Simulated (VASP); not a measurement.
# NaH (P6_3/mmc) in VASP: notebook

Aim: see how the results for NaH move with the level of theory and the settings. Levels: PBE, r2SCAN. Tasks: single point.

All numbers are computed with VASP 6.6.1; they aren't measurements. Logs are shortened: lines on timing, memory, paths and dates and some standing lists are left out, and cuts for length are marked.

## Step 1: The cell of the first run

The structure is hexagonal, space group P6_3/mmc (No. 194). Conventional cell: a = 4.096 Å, b = 4.096 Å, c = 4.828 Å, α = 90.00°, β = 90.00°, γ = 120.00°. Within 3.1 Å of Na (site symmetry -6m2) lie 5 H at 2.36 to 2.41 Å. H (site symmetry -6m2) has 5 Na at 2.36 to 2.41 Å within 3.1 Å.

## Step 2: Single point, PBE (biaxial xy strain +3.6%)

INCAR

```
ALGO = Normal
EDIFF = 1E-7
ENCUT = 520
GGA = PE
ISIF = 2
ISMEAR = -1
LASPH = True
LCHARG = False
LREAL = False
LWAVE = False
NBANDS = 16
NELM = 60
PREC = Accurate
SIGMA = 0.02
```

KPOINTS

```
k-points
0
Gamma
  12 12 6
```

POSCAR

```
NaH
1.0
    4.0956263458      0.0000000000      0.0000000000
   -2.0478131729      3.5469164598      0.0000000000
    0.0000000000      0.0000000000      4.8283237695
Na H
2 2
Direct
    0.3333333333      0.6666666667      0.2500000000
    0.6666666667      0.3333333333      0.7500000000
    0.6666666667      0.3333333333      0.2500000000
    0.3333333333      0.6666666667      0.7500000000
```

Potentials or basis: VASP PAW PBE potentials, release 64 (Na_pv, H).

Run with:

```bash
$ cat potpaw_PBE.64/Na_pv/POTCAR potpaw_PBE.64/H/POTCAR > POTCAR
$ mpirun -np 1 vasp_std > vasp.out
```

OUTCAR:

```text
EDIFF = 1E-7
   ENCUT = 520
   GGA = PE
   ISIF = 2
   ISMEAR = -1
   LASPH = True
   LREAL = False
   NELM = 60
   PREC = Accurate

 ion  position               nearest neighbor table
   1  0.333  0.667  0.250-
   2  0.667  0.333  0.750-
   3  0.667  0.333  0.250-
   4  0.333  0.667  0.750-

  LATTYP: Found a hexagonal cell.
 ALAT       =     4.0956263458
 C/A-ratio  =     1.1788975267

  Lattice vectors:

 A1 = (   4.0956263458,   0.0000000000,   0.0000000000)
 A2 = (  -2.0478131729,   3.5469164598,   0.0000000000)
 A3 = (   0.0000000000,   0.0000000000,   4.8283237695)

Analysis of symmetry for initial positions (statically):
=====================================================================
 Subroutine PRICEL returns:
 Original cell was already a primitive cell.

 Routine SETGRP: Setting up the symmetry group for a
 hexagonal supercell.

 Subroutine GETGRP returns: Found 24 space group operations
 (whereof 12 operations were pure point group operations)
 out of a pool of 24 trial point group operations.

The static configuration has the point symmetry D_3d.
 The point group associated with its full space group is D_6h.

Analysis of symmetry for dynamics (positions and initial velocities):
=====================================================================
 Subroutine PRICEL returns:
 Original cell was already a primitive cell.

 Routine SETGRP: Setting up the symmetry group for a
 hexagonal supercell.

 Subroutine GETGRP returns: Found 24 space group operations
 (whereof 12 operations were pure point group operations)
 out of a pool of 24 trial point group operations.

The dynamic configuration has the point symmetry D_3d.
 The point group associated with its full space group is D_6h.

 Subroutine INISYM returns: Found 24 space group operations
 (whereof 12 operations are pure point group operations),
 and found     1 'primitive' translations

----------------------------------------------------------------------------------------

                                     Primitive cell

  volume of cell :      70.1403

  direct lattice vectors                    reciprocal lattice vectors
     4.095626346  0.000000000  0.000000000     0.244162899  0.140967515  0.000000000
    -2.047813173  3.546916460  0.000000000     0.000000000  0.281935030  0.000000000
     0.000000000  0.000000000  4.828323769     0.000000000  0.000000000  0.207111215

  length of vectors
     4.095626346  4.095626346  4.828323769     0.281935030  0.281935030  0.207111215

  position of ions in fractional coordinates (direct lattice)
     0.333333333  0.666666667  0.250000000
     0.666666667  0.333333333  0.750000000
     0.666666667  0.333333333  0.250000000
     0.333333333  0.666666667  0.750000000

  ion indices of the primitive-cell ions
   primitive index   ion index
                 1           1
                 2           2
                 3           3
                 4           4

----------------------------------------------------------------------------------------

 KPOINTS: k-points

Automatic generation of k-mesh.
 Grid dimensions read from file:
 generate k-points for:   12   12    6

 Generating k-lattice:

  Cartesian coordinates                     Fractional coordinates (reciprocal lattice)
     0.020346908  0.011747293  0.000000000     0.083333333 -0.000000000  0.000000000
     0.000000000  0.023494586  0.000000000     0.000000000  0.083333333  0.000000000
     0.000000000  0.000000000  0.034518536     0.000000000  0.000000000  0.166666667

  Length of vectors
     0.023494586  0.023494586  0.034518536

  Shift w.r.t. Gamma in fractional coordinates (k-lattice)
     0.000000000  0.000000000  0.000000000

 Subroutine IBZKPT returns following result:
 ===========================================

 Found     76 irreducible k-points:

 Following reciprocal coordinates:
            Coordinates               Weight
  0.000000  0.000000  0.000000      1.000000
  0.083333  0.000000  0.000000      6.000000
  0.166667  0.000000  0.000000      6.000000
  0.250000  0.000000  0.000000      6.000000
  0.333333  0.000000  0.000000      6.000000
  0.416667  0.000000  0.000000      6.000000
[... 16 lines left out ...]
  0.250000  0.000000  0.166667     12.000000
  0.333333  0.000000  0.166667     12.000000
 [... further k-points ...]
   k-points           NKPTS =     76   k-points in BZ     NKDIM =     76   number of bands    NBANDS=     16
   number of dos      NEDOS =    301   number of ions     NIONS =      4
   total plane-waves  NPLWV =  32400
   dimension x,y,z NGX =    30 NGY =   30 NGZ =   36
   dimension x,y,z NGXF=    60 NGYF=   60 NGZF=   72
   ions per type =               2   2
   NGX,Y,Z   is equivalent  to a cutoff of  12.18, 12.18, 12.40 a.u.
   NGXF,Y,Z  is equivalent  to a cutoff of  24.35, 24.35, 24.79 a.u.
 SYSTEM =  unknown system
   PREC   = accura    normal or accurate (medium, high low for compatibility)
   ISTART =      0    job   : 0-new  1-cont  2-samecut
   ICHARG =      2    charge: 1-file 2-atom 10-const
   ISPIN  =      1    spin polarized calculation?
   LNONCOLLINEAR =      F non collinear calculations
   LSORBIT =      F    spin-orbit coupling
   LASPH  =      T    aspherical Exc in radial PAW
   ENCUT  =  520.0 eV  38.22 Ry    6.18 a.u.   7.62  7.62  8.98*2*pi/ulx,y,z
   NELM   =     60;   NELMIN=  2; NELMDL= -5     # of ELM steps
   EDIFF  = 0.1E-06   stopping-criterion for ELM
   LREAL  =      F    real-space projection
   EDIFFG = 0.1E-05   stopping-criterion for IOM
   NSW    =      0    number of steps for IOM
   IBRION =     -1    ionic relax: 0-MD 1-quasi-New 2-CG
   NFREE  =      0    steps in history (QN), initial steepest desc. (CG)
   ISIF   =      2    stress and relaxation
   ISYM   =      2    0-nonsym 1-usesym 2-fastsym
   POTIM  = 0.5000    time-step for ionic-motion
   TEBEG  =    0.0;   TEEND  =   0.0 temperature during run
   PSTRESS=    0.0 pullay stress
   NELECT =      16.0000    total number of electrons
   NUPDOWN=      -1.0000    fix difference up-down
   EMIN   =  10.00;   EMAX   =-10.00  energy-range for DOS
   EFERMI =   0.00;   METHOD = LEGACY
   ISMEAR =    -1;   SIGMA  =   0.02  broadening in eV -4-tet -1-fermi 0-gaus
   EFERMI_NEDOS =   21; number of points for ismear=-14 and -15
   IALGO  =     38    algorithm
   IMIX   =      4    mixing-type and parameters
     AMIX     =   0.40;   BMIX     =  1.00
     AMIX_MAG =   1.60;   BMIX_MAG =  1.00
  volume/ion in A,a.u.               =      17.54       118.33
  Fermi-wavevector in a.u.,A,eV,Ry     =   1.000289  1.890273 13.613698  1.000579
  Thomas-Fermi vector in A             =   2.132636
   LORBIT       =      0    0 simple, 1 ext, 2 COOP (PROOUT), +10 PAW based schemes
   GGA     = PE    functional components
   LHFCALC =     F    Hartree Fock is set to
   AEXX    =    0.0000 exact exchange contribution
   IVDW    =     0    specifies the selected vdW correction
   LEPSILON=     F    determine dielectric tensor
   LRPA    =     F    only Hartree local field effects (RPA)
 non-spin polarized calculation
  energy-cutoff  :      520.00
  volume of cell :       70.14
 maximum number of plane-waves:      1914
   NGX = 15   NGY = 15   NGZ = 17

 number of electron      15.9999957 magnetization

 Free energy of the ion-electron system (eV)
  ---------------------------------------------------
  ext. energy  EPLUGINS =         0.00000000
  ---------------------------------------------------
  free energy    TOTEN  =       -10.06149512 eV

  energy without entropy =      -10.06149512  energy(sigma->0) =      -10.06149512

 E-fermi :  -1.1122     XC(G=0):  -6.8742

 val. band max:       -1.5387293761   @ k =   0.0000   0.0000   0.0000
 cond. band min:       1.6371996037   @ k =   0.3333   0.3333   0.0000
 fundamental gap:      3.1759289798
 Fermi energy:        -1.1122154021

 k-point     1 :       0.0000    0.0000    0.0000
  band No.  band energies     occupation
      1     -24.0178      2.00000
      2     -24.0005      2.00000
      3     -24.0005      2.00000
      4     -23.9751      2.00000
      5     -23.9751      2.00000
      6     -23.9479      2.00000
[... 8 lines left out ...]
     15       8.5376      0.00000
     16      13.2979      0.00000

 k-point     2 :       0.0833    0.0000    0.0000
  band No.  band energies     occupation
      1     -24.0167      2.00000
      2     -24.0011      2.00000
      3     -24.0011      2.00000
      4     -23.9762      2.00000
      5     -23.9749      2.00000
      6     -23.9488      2.00000
[... 8 lines left out ...]
     15       9.7236      0.00000
     16      12.1999      0.00000

 k-point     3 :       0.1667    0.0000    0.0000
  band No.  band energies     occupation
      1     -24.0134      2.00000
      2     -24.0027      2.00000
      3     -24.0026      2.00000
      4     -23.9790      2.00000
      5     -23.9744      2.00000
      6     -23.9517      2.00000
[... 8 lines left out ...]
     15      10.7701      0.00000
     16      11.0025      0.00000

 k-point     4 :       0.2500    0.0000    0.0000
  band No.  band energies     occupation
      1     -24.0083      2.00000
      2     -24.0050      2.00000
      3     -24.0046      2.00000
      4     -23.9829      2.00000
      5     -23.9738      2.00000
      6     -23.9562      2.00000
[... 8 lines left out ...]
     15      10.6972      0.00000
     16      11.1129      0.00000
[... 324 lines left out ...]
 k-point    22 :       0.1667    0.0000    0.1667
  band No.  band energies     occupation
      1     -24.0141      2.00000
      2     -24.0007      2.00000
      3     -23.9969      2.00000
      4     -23.9827      2.00000
      5     -23.9763      2.00000
      6     -23.9542      2.00000
[... 8 lines left out ...]
     15       9.9780      0.00000
     16      11.3064      0.00000

 k-point    23 :       0.2500    0.0000    0.1667
  band No.  band energies     occupation
      1     -24.0150      2.00000
      2     -24.0025      2.00000
      3     -23.9944      2.00000
      4     -23.9879      2.00000
      5     -23.9758      2.00000
      6     -23.9562      2.00000
[... 8 lines left out ...]
     15      10.0748      0.00000
     16      11.6413      0.00000

 k-point    24 :       0.3333    0.0000    0.1667
  band No.  band energies     occupation
      1     -24.0161      2.00000
      2     -24.0043      2.00000
      3     -23.9950      2.00000
      4     -23.9886      2.00000
      5     -23.9755      2.00000
      6     -23.9592      2.00000
[... 8 lines left out ...]
     15       9.8533      0.00000
     16      10.7330      0.00000

 [... further k-points ...]

------------------------ aborting loop because EDIFF is reached ----------------------------------------

  FORCE on cell =-STRESS in cart. coord.  units (eV):
  Direction    XX          YY          ZZ          XY          YZ          ZX
  --------------------------------------------------------------------------------------
  -------------------------------------------------------------------------------------
  Total       -0.4769814     -0.4769814     -0.1801029      0.0000000      0.0000000     -0.0000000
  in kB      -10.8954300    -10.8954300     -4.1139925      0.0000000      0.0000000     -0.0000000
  external PRESSURE =      -8.6349508 kB  Pullay stress =       0.0000000 kB

 VOLUME and BASIS-vectors are now :
 -----------------------------------------------------------------------------
  energy-cutoff  :      520.00
  volume of cell :       70.14
      direct lattice vectors                 reciprocal lattice vectors
     4.095626346  0.000000000  0.000000000     0.244162899  0.140967515  0.000000000
    -2.047813173  3.546916460  0.000000000     0.000000000  0.281935030  0.000000000
     0.000000000  0.000000000  4.828323769     0.000000000  0.000000000  0.207111215

 POSITION                                       TOTAL-FORCE (eV/Angst)
 -----------------------------------------------------------------------------------
     -0.00000      2.36461      1.20708         0.000000     -0.000000      0.000000
      2.04781      1.18231      3.62124        -0.000000      0.000000      0.000000
      2.04781      1.18231      1.20708        -0.000000     -0.000000      0.000000
     -0.00000      2.36461      3.62124        -0.000000      0.000000      0.000000
 -----------------------------------------------------------------------------------
    total drift:                                0.000000     -0.000000      0.000000

  FREE ENERGIE OF THE ION-ELECTRON SYSTEM (eV)
  ---------------------------------------------------
  free  energy   TOTEN  =       -10.0614951178 eV

  energy  without entropy=      -10.0614951178  energy(sigma->0) =      -10.06149512
```

It took 2.1 min on 1 thread of AMD EPYC 7R13, shared host; peak memory 0.18 GiB.

Results:

```yaml
Free_energy: -10.0615 eV
Pressure: -0.9 GPa
Band_gap_on_the_k_mesh: 3.18 eV (least direct gap 4.05 eV)
```

Stress tensor (GPa, compression positive):
```
-1.09  0.00  0.00
 0.00 -1.09  0.00
 0.00  0.00 -0.41
```

Caveat: the cell differs from its parent crystal (biaxial xy strain +3.6%).

## Step 3: Single point, r2SCAN (biaxial xy strain +3.6%)

POSCAR is that of step 2.

INCAR.step1

```
SYSTEM = NaH
PREC = Accurate
ENCUT = 520
ISMEAR = 0
SIGMA = 0.01
LREAL = .False.
LASPH = .True.
NELM = 100
NBANDS = 16
GGA = PE
ALGO = Normal
EDIFF = 1E-4
LWAVE = .True.
LCHARG = .False.
```

INCAR.step2

```
SYSTEM = NaH
PREC = Accurate
ENCUT = 520
EDIFF = 1E-6
ISMEAR = 0
SIGMA = 0.01
LREAL = .False.
LASPH = .True.
NELM = 100
ALGO = Normal
ISIF = 2
LWAVE = .False.
LCHARG = .True.
METAGGA = R2SCAN
LMIXTAU = .True.
LELF = .True.
LVHAR = .True.
NBANDS = 16
ISTART = 1
```

KPOINTS

```
regular mesh
0
Gamma
  12 12 6
  0 0 0
```

Potentials or basis: VASP PAW PBE potentials, release 64 (Na_pv, H).

Run with:

```bash
$ cat potpaw_PBE.64/Na_pv/POTCAR potpaw_PBE.64/H/POTCAR > POTCAR
$ cp INCAR.step1 INCAR
$ mpirun -np 1 vasp_std > vasp.out
$ cp INCAR.step2 INCAR
$ mpirun -np 1 vasp_std > vasp.out
```

Run time: 10 min. Hardware: 1 thread of AMD EPYC 7R13, shared host; peak memory 0.19 GiB.

It converged, with:

```
Free energy            : -15.0260 eV
Pressure               : -1.4 GPa
Band gap on the k mesh : 3.51 eV (least direct gap 4.36 eV)
```

Stress tensor (GPa, compression positive):
```
-1.51  0.00  0.00
 0.00 -1.51  0.00
 0.00  0.00 -1.10
```

Levels at points of the mesh, in eV from the valence-band top:
```csv
k point,band 5,band 6,band 7,band 8,band 9,band 10,band 11,band 12
"(0.00, 0.00, 0.00)",-23.23,-23.21,-3.20,0.00,5.47,8.01,10.24,10.24
"(0.50, 0.00, 0.00)",-23.23,-23.23,-1.54,-0.67,4.06,7.85,8.01,8.02
"(0.00, 0.00, 0.50)",-23.25,-23.25,-1.89,-1.89,7.17,7.17,10.96,10.96
"(0.50, 0.00, 0.50)",-23.22,-23.22,-0.87,-0.87,4.29,4.29,8.75,8.75
```

Caveat: the cell differs from its parent crystal (biaxial xy strain +3.6%); the PAW data sets were made with another functional, which shifts forces and pressure a little.
